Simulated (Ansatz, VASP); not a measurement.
# BeS: VASP beside Ansatz

POSCAR

```
BeS
1.0
    0.0000000000      2.4343062304      2.4343062304
    2.4343062304      0.0000000000      2.4343062304
    2.4343062304      2.4343062304      0.0000000000
Be S
1 1
Direct
    0.0000000000      0.0000000000      0.0000000000
    0.2500000000      0.2500000000      0.2500000000
```

Contents of INCAR.step1:

```
SYSTEM = BeS
  PREC = Accurate
  ENCUT = 520
  ISMEAR = 1
  SIGMA = 0.001
  LREAL = .False.
  LASPH = .True.
  NELM = 60
  NBANDS = 11
  GGA = PE
  ALGO = Normal
  EDIFF = 1E-4
  LWAVE = .True.
  LCHARG = .False.
```

INCAR.step2

```
SYSTEM = BeS
  PREC = Accurate
  ENCUT = 520
  EDIFF = 1E-7
  ISMEAR = 1
  SIGMA = 0.001
  LREAL = .False.
  LASPH = .True.
  NELM = 60
  ALGO = Normal
  ISIF = 2
  LWAVE = .False.
  LCHARG = .False.
  METAGGA = R2SCAN
  LMIXTAU = .True.
  NBANDS = 11
  ISTART = 1
```

File KPOINTS:

```
Automatic mesh
0
Gamma
  6 6 6
  0 0 0
```

Input for Ansatz:

```yaml
crystal:
  lattice:
    - [0.0, 2.4343062304, 2.4343062304]
    - [2.4343062304, 0.0, 2.4343062304]
    - [2.4343062304, 2.4343062304, 0.0]
  atoms:
    - { symbol: Be, position: [0.0, 0.0, 0.0] }
    - { symbol: S, position: [0.25, 0.25, 0.25] }
kpoints:
  mp_grid: { grid: [6, 6, 6] }
hamiltonian:
  xc: r2scan
scf:
  occupations: { method: methfessel_paxton, width: 0.001 }
  n_extra_bands: 4
output:
  forces: true
  stress: true
  eigenvalues: true
```

Alike in both runs: task single point; functional r2SCAN; k mesh 6 × 6 × 6; occupations methfessel-paxton of order 1, width 0.001 eV; no spin polarisation.

```csv
,VASP,Ansatz
version,VASP 6.6.1,Ansatz 0.2.0
potentials or method,"VASP PAW PBE potentials, release 64 (Be, S)",plane waves
plane-wave cutoff (eV),520,500
valence electrons in the cell,8,8
```

```csv
,VASP,Ansatz,Ansatz less VASP
gap on the k mesh at the Fermi level (eV),3.60,3.59,-0.009
pressure (GPa),0.3,0.0,-0.27
```

VASP's potentials were made for PBE, not for r2SCAN.
